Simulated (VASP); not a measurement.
# AlN (P6_3mc) in VASP: settings compared

AlN is run at these levels: PBE0, HSE06; tasks: single point.

Program: VASP 6.6.1. These are calculated values, not measurements. Logs are shortened: lines on timing, memory, paths and dates and some standing lists are left out, and cuts for length are marked.

**What was measured.**

“Structural and optical properties of self-assembled AlN nanowires grown on SiO2/Si substrates by molecular beam epitaxy”, 2024, arxiv:2402.00216 quotes, for a bulk crystal of AlN at 0 K: band gap 6.0343 eV (an exciton energy, a little under the gap).

How close the calculation comes is told below.

**1. The cell of the first run**

The structure is hexagonal, space group P6_3mc (No. 186). Conventional cell: a = 3.107 Å, b = 3.107 Å, c = 4.979 Å, α = 90.00°, β = 90.00°, γ = 120.00°. Within 2.5 Å of Al (site symmetry 3m) lie 4 N at 1.89 to 1.90 Å. Within 2.5 Å of N (site symmetry 3m) lie 4 Al at 1.89 to 1.90 Å.

**2. Single point, PBE0**

The input, POSCAR:

```
AlN
1.0
    3.1066945332      0.0000000000      0.0000000000
   -1.5533472666      2.6904763876      0.0000000000
    0.0000000000      0.0000000000      4.9785887007
Al N
2 2
Direct
    0.3333333333      0.6666666667     -0.0007956004
    0.6666666667      0.3333333333      0.4992043996
    0.3333333333      0.6666666667      0.3807956004
    0.6666666667      0.3333333333      0.8807956004
```

The input, INCAR.step1:

```
PREC = Accurate ; ENCUT = 520
EDIFF = 1E-5 ; ISMEAR = 0
SIGMA = 0.01 ; LREAL = F
LASPH = T ; NELM = 100
ALGO = Normal ; ISIF = 2
LWAVE = T ; NBANDS = 16
GGA = PE
```

The input, INCAR.step2:

```
PREC = Accurate ; ENCUT = 520
EDIFF = 1E-6 ; ISMEAR = 0
SIGMA = 0.01 ; LREAL = F
LASPH = T ; NELM = 100
ALGO = Normal ; ISIF = 2
LWAVE = F ; LCHARG = T
GGA = PE ; LHFCALC = T
AEXX = 0.25 ; PRECFOCK = Normal
LELF = T ; LVHAR = T
NBANDS = 16 ; ISTART = 1
```

The input, KPOINTS:

```
Automatic mesh
0
Gamma
  6 6 4
```

Potentials or basis: VASP PAW PBE potentials, release 64 (Al, N).

On the command line:

```
cat potpaw_PBE.64/Al/POTCAR potpaw_PBE.64/N/POTCAR > POTCAR
cp INCAR.step1 INCAR
mpirun -np 1 vasp_std > vasp.out
cp INCAR.step2 INCAR
mpirun -np 1 vasp_std > vasp.out
```

OUTCAR:

```text
PREC = Accurate
   ENCUT = 520
   EDIFF = 1E-6
   ISMEAR = 0
   LREAL = F
   LASPH = T
   NELM = 100
   ISIF = 2
   GGA = PE
   LHFCALC = T
   AEXX = 0.25
   PRECFOCK = Normal
   ISTART = 1

 ion  position               nearest neighbor table
   1  0.333  0.667  0.999-   4 1.89   4 1.89   4 1.89   3 1.90   2 3.07   2 3.07   2 3.07   2 3.07
                             2 3.07   2 3.07
   2  0.667  0.333  0.499-   3 1.89   3 1.89   3 1.89   4 1.90   1 3.07   1 3.07   1 3.07   1 3.07
                             1 3.07   1 3.07
   3  0.333  0.667  0.381-   2 1.89   2 1.89   2 1.89   1 1.90
   4  0.667  0.333  0.881-   1 1.89   1 1.89   1 1.89   2 1.90

  LATTYP: Found a hexagonal cell.
 ALAT       =     3.1066945332
 C/A-ratio  =     1.6025356363

  Lattice vectors:

 A1 = (   3.1066945332,   0.0000000000,   0.0000000000)
 A2 = (  -1.5533472666,   2.6904763876,   0.0000000000)
 A3 = (   0.0000000000,   0.0000000000,   4.9785887007)

Analysis of symmetry for initial positions (statically):
=====================================================================
 Subroutine PRICEL returns:
 Original cell was already a primitive cell.

 Routine SETGRP: Setting up the symmetry group for a
 hexagonal supercell.

 Subroutine GETGRP returns: Found 12 space group operations
 (whereof  6 operations were pure point group operations)
 out of a pool of 24 trial point group operations.

The static configuration has the point symmetry C_3v.
 The point group associated with its full space group is C_6v.

Analysis of symmetry for dynamics (positions and initial velocities):
=====================================================================
 Subroutine PRICEL returns:
 Original cell was already a primitive cell.

 Routine SETGRP: Setting up the symmetry group for a
 hexagonal supercell.

 Subroutine GETGRP returns: Found 12 space group operations
 (whereof  6 operations were pure point group operations)
 out of a pool of 24 trial point group operations.

The dynamic configuration has the point symmetry C_3v.
 The point group associated with its full space group is C_6v.

 Subroutine INISYM returns: Found 12 space group operations
 (whereof  6 operations are pure point group operations),
 and found     1 'primitive' translations

----------------------------------------------------------------------------------------

                                     Primitive cell

  volume of cell :      41.6135

  direct lattice vectors                    reciprocal lattice vectors
     3.106694533  0.000000000  0.000000000     0.321885525  0.185840694  0.000000000
    -1.553347267  2.690476388  0.000000000     0.000000000  0.371681389  0.000000000
     0.000000000  0.000000000  4.978588701     0.000000000  0.000000000  0.200860135

  length of vectors
     3.106694533  3.106694533  4.978588701     0.371681389  0.371681389  0.200860135

  position of ions in fractional coordinates (direct lattice)
     0.333333333  0.666666667  0.999204400
     0.666666667  0.333333333  0.499204400
     0.333333333  0.666666667  0.380795600
     0.666666667  0.333333333  0.880795600

  ion indices of the primitive-cell ions
   primitive index   ion index
                 1           1
                 2           2
                 3           3
                 4           4

----------------------------------------------------------------------------------------

 KPOINTS: Automatic mesh

Automatic generation of k-mesh.
 Grid dimensions read from file:
 generate k-points for:    6    6    4

 Generating k-lattice:

  Cartesian coordinates                     Fractional coordinates (reciprocal lattice)
     0.053647587  0.030973449  0.000000000     0.166666667 -0.000000000  0.000000000
     0.000000000  0.061946898  0.000000000     0.000000000  0.166666667  0.000000000
     0.000000000  0.000000000  0.050215034     0.000000000  0.000000000  0.250000000

  Length of vectors
     0.061946898  0.061946898  0.050215034

  Shift w.r.t. Gamma in fractional coordinates (k-lattice)
     0.000000000  0.000000000  0.000000000

 Subroutine IBZKPT returns following result:
 ===========================================

 Found     21 irreducible k-points:

 Following reciprocal coordinates:
            Coordinates               Weight
  0.000000  0.000000  0.000000      1.000000
  0.166667  0.000000  0.000000      6.000000
  0.333333 -0.000000  0.000000      6.000000
  0.500000 -0.000000  0.000000      3.000000
  0.166667  0.166667  0.000000      6.000000
  0.333333  0.166667  0.000000     12.000000
[... 13 lines left out ...]
  0.333333  0.166667  0.500000     12.000000
  0.333333  0.333333  0.500000      2.000000
   k-points           NKPTS =     21   k-points in BZ     NKDIM =    144   number of bands    NBANDS=     16
   number of dos      NEDOS =    301   number of ions     NIONS =      4
   total plane-waves  NPLWV =  23040
   dimension x,y,z NGX =    24 NGY =   24 NGZ =   40
   dimension x,y,z NGXF=    48 NGYF=   48 NGZF=   80
   ions per type =               2   2
   NGX,Y,Z   is equivalent  to a cutoff of  12.84, 12.84, 13.36 a.u.
   NGXF,Y,Z  is equivalent  to a cutoff of  25.69, 25.69, 26.71 a.u.
 SYSTEM =  unknown system
   PREC   = accura    normal or accurate (medium, high low for compatibility)
   ISTART =      1    job   : 0-new  1-cont  2-samecut
   ICHARG =      0    charge: 1-file 2-atom 10-const
   ISPIN  =      1    spin polarized calculation?
   LNONCOLLINEAR =      F non collinear calculations
   LSORBIT =      F    spin-orbit coupling
   LASPH  =      T    aspherical Exc in radial PAW
   ENCUT  =  520.0 eV  38.22 Ry    6.18 a.u.   5.78  5.78  9.26*2*pi/ulx,y,z
   NELM   =    100;   NELMIN=  2; NELMDL=  0     # of ELM steps
   EDIFF  = 0.1E-05   stopping-criterion for ELM
   LREAL  =      F    real-space projection
   EDIFFG = 0.1E-04   stopping-criterion for IOM
   NSW    =      0    number of steps for IOM
   IBRION =     -1    ionic relax: 0-MD 1-quasi-New 2-CG
   NFREE  =      0    steps in history (QN), initial steepest desc. (CG)
   ISIF   =      2    stress and relaxation
   ISYM   =      3    0-nonsym 1-usesym 2-fastsym
   POTIM  = 0.5000    time-step for ionic-motion
   TEBEG  =    0.0;   TEEND  =   0.0 temperature during run
   PSTRESS=    0.0 pullay stress
   NELECT =      16.0000    total number of electrons
   NUPDOWN=      -1.0000    fix difference up-down
   EMIN   =  10.00;   EMAX   =-10.00  energy-range for DOS
   EFERMI =   0.00;   METHOD = LEGACY
   ISMEAR =     0;   SIGMA  =   0.01  broadening in eV -4-tet -1-fermi 0-gaus
   EFERMI_NEDOS =   21; number of points for ismear=-14 and -15
   IALGO  =     38    algorithm
   IMIX   =      1    mixing-type and parameters
     AMIX     =   0.40;   BMIX     =  1.00
     AMIX_MAG =   1.60;   BMIX_MAG =  1.00
  volume/ion in A,a.u.               =      10.40        70.21
  Fermi-wavevector in a.u.,A,eV,Ry     =   1.190429  2.249585 19.281104  1.417121
  Thomas-Fermi vector in A             =   2.326514
   LORBIT       =      0    0 simple, 1 ext, 2 COOP (PROOUT), +10 PAW based schemes
   GGA     = PE    functional components
   LHFCALC =     T    Hartree Fock is set to
   PRECFOCK=normal    Normal, Fast or Accurate (Low or Medium for compatibility)
   ENCUT4O =  -1.0   cutoff for four orbital integrals eV
   NKREDX  =     1    reduce k-point grid by
   NKREDY  =     1    reduce k-point grid by
   NKREDZ  =     1    reduce k-point grid by
   AEXX    =    0.2500 exact exchange contribution
   HFSCREEN=    0.0000 screening length (either q_TF or 0.3 A-1)
   HFSCREENC=   0.0000 screening length for correlation (either q_TF or 0.3 A-1)
   ENCUTFOCK=  -1.0 apply spherical cutoff to Coloumb kernel
   IVDW    =     0    specifies the selected vdW correction
   LEPSILON=     F    determine dielectric tensor
   LRPA    =     F    only Hartree local field effects (RPA)
 non-spin polarized calculation
 Gauss-broadening in eV      SIGMA  =   0.01
  energy-cutoff  :      520.00
  volume of cell :       41.61
 maximum number of plane-waves:      1152
 NGX is ok and might be reduce to    24
  NGX = 18; NGY = 18; NGZ = 28

 number of electron      15.9999996 magnetization

 Free energy of the ion-electron system (eV)
  ---------------------------------------------------
  ext. energy  EPLUGINS =         0.00000000
  ---------------------------------------------------
  free energy    TOTEN  =       -36.74340459 eV

  energy without entropy =      -36.74340459  energy(sigma->0) =      -36.74340459

 E-fermi :   5.0214     XC(G=0):  -8.6052

 val. band max:        4.8890106505   @ k =   0.0000   0.0000   0.0000
 cond. band min:      11.2237048260   @ k =   0.0000   0.0000   0.0000
 fundamental gap:      6.3346941755
 Fermi energy:         5.0213956559

 k-point     1 :       0.0000    0.0000    0.0000
  band No.  band energies     occupation
      1     -11.8689      2.00000
      2      -9.5671      2.00000
      3      -1.6737      2.00000
      4       3.9279      2.00000
      5       3.9279      2.00000
      6       4.6548      2.00000
[... 8 lines left out ...]
     15      20.6050      0.00000
     16      20.6050      0.00000

 k-point     2 :       0.1667    0.0000    0.0000
  band No.  band energies     occupation
      1     -11.4948      2.00000
      2      -9.3640      2.00000
      3      -1.2150      2.00000
      4       2.4015      2.00000
      5       3.2817      2.00000
      6       3.4981      2.00000
[... 8 lines left out ...]
     15      19.8481      0.00000
     16      20.1963      0.00000

 k-point     3 :       0.3333   -0.0000    0.0000
  band No.  band energies     occupation
      1     -10.5307      2.00000
      2      -9.0038      2.00000
      3      -0.0361      2.00000
      4       0.0506      2.00000
      5       1.2571      2.00000
      6       2.8472      2.00000
[... 8 lines left out ...]
     15      19.6179      0.00000
     16      22.0351      0.00000
[... 305 lines left out ...]
 k-point    20 :       0.3333    0.1667    0.5000
  band No.  band energies     occupation
      1      -9.3754      2.00000
      2      -9.3754      2.00000
      3      -0.7529      2.00000
      4      -0.7529      2.00000
      5       2.0175      2.00000
      6       2.0175      2.00000
[... 8 lines left out ...]
     15      21.0038      0.00000
     16      21.0038      0.00000

 k-point    21 :       0.3333    0.3333    0.5000
  band No.  band energies     occupation
      1      -9.1343      2.00000
      2      -9.1343      2.00000
      3      -0.4049      2.00000
      4      -0.4049      2.00000
      5       0.6732      2.00000
      6       0.6732      2.00000
[... 8 lines left out ...]
     15      21.2146      0.00000
     16      21.2146      0.00000

------------------------ aborting loop because EDIFF is reached ----------------------------------------

  FORCE on cell =-STRESS in cart. coord.  units (eV):
  Direction    XX          YY          ZZ          XY          YZ          ZX
  --------------------------------------------------------------------------------------
  -------------------------------------------------------------------------------------
  Total       -0.1961787     -0.1961787     -0.2358629      0.0000000      0.0000000     -0.0000000
  in kB       -7.5531578     -7.5531578     -9.0810540      0.0000000      0.0000000     -0.0000000
  external PRESSURE =      -8.0624565 kB  Pullay stress =       0.0000000 kB

 VOLUME and BASIS-vectors are now :
 -----------------------------------------------------------------------------
  energy-cutoff  :      520.00
  volume of cell :       41.61
      direct lattice vectors                 reciprocal lattice vectors
     3.106694533  0.000000000  0.000000000     0.321885525  0.185840694  0.000000000
    -1.553347267  2.690476388  0.000000000     0.000000000  0.371681389  0.000000000
     0.000000000  0.000000000  4.978588701     0.000000000  0.000000000  0.200860135

 POSITION                                       TOTAL-FORCE (eV/Angst)
 -----------------------------------------------------------------------------------
     -0.00000      1.79365      4.97463         0.000000     -0.000000     -0.007187
      1.55335      0.89683      2.48533        -0.000000      0.000000     -0.007187
     -0.00000      1.79365      1.89582        -0.000000     -0.000000      0.007187
      1.55335      0.89683      4.38512         0.000000      0.000000      0.007187
 -----------------------------------------------------------------------------------
    total drift:                                0.000000      0.000000     -0.000730

  FREE ENERGIE OF THE ION-ELECTRON SYSTEM (eV)
  ---------------------------------------------------
  free  energy   TOTEN  =       -36.7434045899 eV

  energy  without entropy=      -36.7434045899  energy(sigma->0) =      -36.74340459
```

It took 11 min on 1 thread of Intel Xeon 6975P-C (Granite Rapids), shared host; peak memory 0.17 GiB.

What came out:

```
Free energy            : -36.7434 eV
Pressure               : -0.8 GPa
Largest force          : 0.007 eV/Å
Band gap on the k mesh : 6.33 eV
```

Forces on the atoms (eV/Å):
```
Al   0.000  0.000 -0.007
Al   0.000  0.000 -0.007
N    0.000  0.000  0.007
N    0.000  0.000  0.007
```

Levels at points of the mesh, in eV from the valence-band top:
```tsv
k point	band 5	band 6	band 7	band 8	band 9	band 10	band 11	band 12
(0.00, 0.00, 0.00)	-0.96	-0.23	-0.23	0.00	6.33	8.93	13.27	13.58
(0.50, 0.00, 0.00)	-3.67	-2.31	-1.92	-0.77	7.93	7.95	10.52	12.88
(0.00, 0.00, 0.50)	-0.61	-0.61	-0.61	-0.61	8.75	8.75	12.81	12.81
(0.50, 0.00, 0.50)	-1.62	-1.62	-1.50	-1.50	7.41	7.41	11.58	11.58
```

Caveat: the PAW data sets were made with another functional, which shifts forces and pressure a little.

(Continued in part 2 of 2.)
